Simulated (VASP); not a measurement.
A run of VASP 6.6.1 is set up as follows.

File INCAR:

```
SYSTEM = Ti
PREC     = Accurate       ! precision mode
ENCUT    = 600            ! plane-wave cutoff, eV
EDIFF    = 1E-7           ! SCF threshold, eV
ISMEAR   = 1              ! smearing method
SIGMA    = 0.05           ! smearing width, eV
LREAL    = .FALSE.        ! projectors in reciprocal space
LASPH    = .TRUE.         ! aspherical terms in the spheres
NELM     = 60             ! most SCF steps
ALGO     = Normal         ! electronic algorithm
ISIF     = 3              ! what is computed and relaxed
LWAVE    = .FALSE.        ! write WAVECAR
LCHARG   = .FALSE.        ! write CHGCAR
GGA      = PS             ! functional
IBRION   = 2              ! ionic algorithm
NSW      = 60             ! ionic steps
EDIFFG   = -0.03          ! ionic threshold
```

Contents of KPOINTS:

```
regular mesh
0
G
  7 7 4
  0 0 0
```

POSCAR

```
Ti
1.0
    2.9500000000      0.0000000000      0.0000000000
   -1.4750000000      2.5547750000      0.0000000000
    0.0000000000      0.0000000000      4.6800000000
Ti
2
Direct
    0.3333333333      0.6666666667      0.2500000000
    0.6666666667      0.3333333333      0.7500000000
```

Potentials or basis: VASP PAW PBE potentials, release 64 (Ti_sv).

Launch:

```bash
$ cat potpaw_PBE.64/Ti_sv/POTCAR > POTCAR
$ mpirun -np 1 vasp_std > vasp.out
```

Question: Estimate the relaxed volume.

Answer: 16.68 Å³/atom.

Question: Estimate the band gap on the k mesh.

Answer: Zero (band 12 reaches 9.44 eV, above the bottom of band 13 at 8.44 eV).

Question: What does it give for the space group after relaxing (to 0.05 Å)?

Answer: P6_3/mmc (No. 194).

Question: Predict the relaxed cell.

Answer: a = 2.884 Å, b = 2.884 Å, c = 4.632 Å, α = 90.00°, β = 90.00°, γ = 120.00°.

Step by step:
| step | energy change (eV) | largest force (eV/Å) | pressure (GPa) | volume (Å³) |
| --- | --- | --- | --- | --- |
| 1 | 0.0000 | 0.0000 | -5.87 | 35.27 |
| 2 | -0.0157 | 0.0000 | 5.22 | 32.07 |
| 3 | -0.0363 | 0.0000 | 0.03 | 33.40 |
| 4 | -0.0363 | 0.0000 | 0.16 | 33.36 |
| 5 | -0.0370 | 0.0000 | 0.13 | 33.36 |
| 6 | -0.0370 | 0.0000 | 0.12 | 33.36 |

Caveat: the PAW data sets were made with another functional, which shifts forces and pressure a little.
